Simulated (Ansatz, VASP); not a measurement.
## One calculation of Nb2BiN, two programs

File INCAR:

```
SYSTEM = Nb2BiN
PREC = Accurate ; ENCUT = 520
EDIFF = 1E-6 ; ISMEAR = 0
SIGMA = 0.1 ; LREAL = .False.
LASPH = .True. ; NELM = 100
ALGO = Normal ; ISIF = 2
LWAVE = .False. ; LCHARG = .True.
GGA = PS ; LELF = .True.
LVHAR = .True. ; NBANDS = 31
```

File KPOINTS:

```
regular mesh
0
Gamma
  6 6 6
  0 0 0
```

File POSCAR:

```
Nb2BiN
1.0
    1.7264945392      0.9967920870      5.6387075530
   -1.7264945392      0.9967920870      5.6387075530
    0.0000000000     -1.9935841739      5.6387075530
Nb Bi N
2 1 1
Direct
    0.7500000000      0.7500000000      0.7500000000
    0.2500000000      0.2500000000      0.2500000000
    0.5000000000      0.5000000000      0.5000000000
    0.0000000000      0.0000000000      0.0000000000
```

Input for Ansatz:

```yaml
crystal:
  lattice:
    - [1.7264945392, 0.996792087, 5.638707553]
    - [-1.7264945392, 0.996792087, 5.638707553]
    - [0.0, -1.9935841739, 5.638707553]
  atoms:
    - { symbol: Nb, position: [0.75, 0.75, 0.75] }
    - { symbol: Nb, position: [0.25, 0.25, 0.25] }
    - { symbol: Bi, position: [0.5, 0.5, 0.5] }
    - { symbol: "N", position: [0.0, 0.0, 0.0] }
basis:
  ecutwfc: 420
kpoints:
  mp_grid: { grid: [6, 6, 6] }
hamiltonian:
  xc: pbesol
scf:
  occupations: { method: gaussian, width: 0.1 }
output:
  forces: true
  stress: true
  eigenvalues: true
```

Alike in both runs: task single point; functional PBEsol; k mesh 6 × 6 × 6; occupations gaussian, width 0.1 eV; no spin polarisation.

```csv
,VASP,Ansatz
version,VASP 6.6.1,Ansatz 0.2.0
potentials or method,"VASP PAW PBE potentials, release 64 (Nb_sv, Bi_d, N), cutoff 520 eV","scalar-relativistic, plane waves, PAW"
valence electrons in the cell,46,46
```

VASP gave:

* gap on the k mesh at the Fermi level (eV): none
* rms of the force components (eV/Å): 4.500

Task: Estimate Ansatz's values.

Result: gap on the k mesh at the Fermi level (eV): none; rms of the force components (eV/Å): 4.487.

VASP's potentials were made for PBE, not for PBEsol. Atom by atom the forces differ by 0.013 eV/Å (rms over components). A gap of «none» marks a metal or a gap that the smearing closes.

Neither program's run includes spin-orbit coupling.
